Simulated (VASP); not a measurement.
# Tl (Pm-3m) in VASP: a series of runs, part 2 of 2

VASP 6.6.1. Earlier steps stand in the parts before.

### Step 6. Single point, BLYP

INCAR reads:

```
  PREC = Accurate
  ENCUT = 520
  EDIFF = 1E-6
  ISMEAR = -1
  SIGMA = 0.1
  LREAL = F
  LASPH = T
  NELM = 100
  ALGO = Normal
  ISIF = 2
  LWAVE = F
  LCHARG = T
  GGA = B5
  ALDAX = 1.0
  AGGAX = 1.0
  AGGAC = 1.0
  ALDAC = 0.0
  LELF = T
  LVHAR = T
  NBANDS = 12
```

KPOINTS reads:

```
regular mesh
0
Gamma
  15 15 15
```

POSCAR reads:

```
Tl
1.0
    3.3810558420      0.0000000000      0.0000000000
    0.0000000000      3.3810558420      0.0000000000
    0.0000000000      0.0000000000      3.3810558420
Tl
1
Direct
    0.0000000000      0.0000000000      0.0000000000
```

Potentials or basis: VASP PAW PBE potentials, release 64 (Tl_d).

Started as:

```sh
$ cat potpaw_PBE.64/Tl_d/POTCAR > POTCAR
$ mpirun -np 1 vasp_std > vasp.out
```

OUTCAR:

```text
PREC = Accurate
   ENCUT = 520
   EDIFF = 1E-6
   ISMEAR = -1
   LREAL = F
   LASPH = T
   NELM = 100
   ISIF = 2
   GGA = B5

 ion  position               nearest neighbor table
   1  0.000  0.000  0.000-

  LATTYP: Found a simple cubic cell.
 ALAT       =     3.3810558420

  Lattice vectors:

 A1 = (   3.3810558420,   0.0000000000,   0.0000000000)
 A2 = (   0.0000000000,   3.3810558420,   0.0000000000)
 A3 = (   0.0000000000,   0.0000000000,   3.3810558420)

Analysis of symmetry for initial positions (statically):
=====================================================================
 Subroutine PRICEL returns:
 Original cell was already a primitive cell.

 Routine SETGRP: Setting up the symmetry group for a
 simple cubic supercell.

 Subroutine GETGRP returns: Found 48 space group operations
 (whereof 48 operations were pure point group operations)
 out of a pool of 48 trial point group operations.

The static configuration has the point symmetry O_h .

Analysis of symmetry for dynamics (positions and initial velocities):
=====================================================================
[... 159 lines left out ...]
 cond. band min:       4.4887982176   @ k =   0.3333   0.2000   0.0667
 fundamental gap:      0.0256890966
 Fermi energy:         4.4741748585

 k-point     1 :       0.0000    0.0000    0.0000
  band No.  band energies     occupation
      1      -7.5350      2.00000
      2      -7.5350      2.00000
      3      -6.8788      2.00000
      4      -6.8788      2.00000
      5      -6.8788      2.00000
      6      -4.3474      2.00000
      7      10.2122      0.00000
      8      10.2122      0.00000
      9      10.2122      0.00000
     10      13.0689      0.00000
     11      14.6022      0.00000
     12      14.6022      0.00000
[... 331 lines left out ...]
 k-point    24 :       0.3333    0.2000    0.0000
  band No.  band energies     occupation
      1      -7.4108      2.00000
      2      -7.1084      2.00000
      3      -7.1004      2.00000
      4      -7.0098      2.00000
      5      -6.9292      2.00000
      6      -2.4597      2.00000
      7       4.4272      1.23069
      8       7.9560      0.00000
      9      12.2554      0.00000
     10      13.9505      0.00000
     11      15.3840      0.00000
     12      18.7078      0.00000

 [... further k-points ...]
[... 5 lines left out ...]
  --------------------------------------------------------------------------------------
  -------------------------------------------------------------------------------------
  Total        0.0115724      0.0115724      0.0115724      0.0000000     -0.0000000      0.0000000
  in kB        0.4797080      0.4797080      0.4797080      0.0000000     -0.0000000      0.0000000
  external PRESSURE =       0.4797080 kB  Pullay stress =       0.0000000 kB

 VOLUME and BASIS-vectors are now :
 -----------------------------------------------------------------------------
  energy-cutoff  :      520.00
  volume of cell :       38.65
      direct lattice vectors                 reciprocal lattice vectors
     3.381055842  0.000000000  0.000000000     0.295765597  0.000000000  0.000000000
     0.000000000  3.381055842  0.000000000     0.000000000  0.295765597  0.000000000
     0.000000000  0.000000000  3.381055842     0.000000000  0.000000000  0.295765597

 POSITION                                       TOTAL-FORCE (eV/Angst)
 -----------------------------------------------------------------------------------
      0.00000      0.00000      0.00000         0.000000      0.000000      0.000000
 -----------------------------------------------------------------------------------
    total drift:                               -0.000000     -0.000000     -0.000000

  FREE ENERGIE OF THE ION-ELECTRON SYSTEM (eV)
  ---------------------------------------------------
  free  energy   TOTEN  =        -1.6534388229 eV

  energy  without entropy=       -1.6287330206  energy(sigma->0) =       -1.64108592
```

stdout:

```text
POSCAR found type information on POSCAR Tl
 POSCAR found :  1 types and       1 ions
 scaLAPACK will be used
 -----------------------------------------------------------------------------
|                                                                             |
|                                                                             |
|     You enforced a specific xc type in the INCAR file but a different       |
|     I HOPE YOU KNOW WHAT YOU ARE DOING!                                     |
|                                                                             |
 -----------------------------------------------------------------------------

 LDA part: xc-table for (Slater(with rela. corr.)+VWN5), standard interpolation
 POSCAR, INCAR and KPOINTS ok, starting setup
 FFT: planning ... GRIDC
 FFT: planning ... GRID_SOFT
 FFT: planning ... GRID
 WAVECAR not read
 entering main loop
```

It took 26 s on 1 thread of AMD EPYC 9R45 (Zen 5), shared host; peak memory 0.16 GiB.

Results:

```
Free energy : -1.6534 eV
Pressure    : 0.0 GPa
```

Levels at points of the mesh, in eV from the Fermi level:
```tsv
k point	band 4	band 5	band 6	band 7	band 8	band 9
(0.00, 0.00, 0.00)	-11.35	-11.35	-8.82	5.74	5.74	5.74
```

Caveat: the PAW data sets were made with another functional, which shifts forces and pressure a little; spin-orbit coupling is left out, which moves the levels of the heavy elements.

### Step 7. Overview

```tsv
cell	k mesh	gap on the mesh (eV)	pressure (GPa)
a = 3.381 Å, 1 atom	11 × 11 × 11	none	0.0
a = 3.426 Å, 1 atom	11 × 11 × 11	none	-0.5
a = 3.469 Å, 1 atom	11 × 11 × 11	none	-1.0
a = 3.511 Å, 1 atom	11 × 11 × 11	none	-1.3
a = 3.381 Å, 1 atom	15 × 15 × 15	none	0.0
```

Alike in all rows: task single point; level BLYP; potentials or basis VASP PAW PBE potentials, release 64 (Tl_d); no spin polarisation; cutoff (eV) 520; smearing fermi-dirac 0.1 eV.

Caveats: the PAW data sets were made with another functional, which shifts forces and pressure a little; spin-orbit coupling is left out, which moves the levels of the heavy elements.

Total energies depend on the potentials used, so only differences within one code and one set of settings carry meaning.
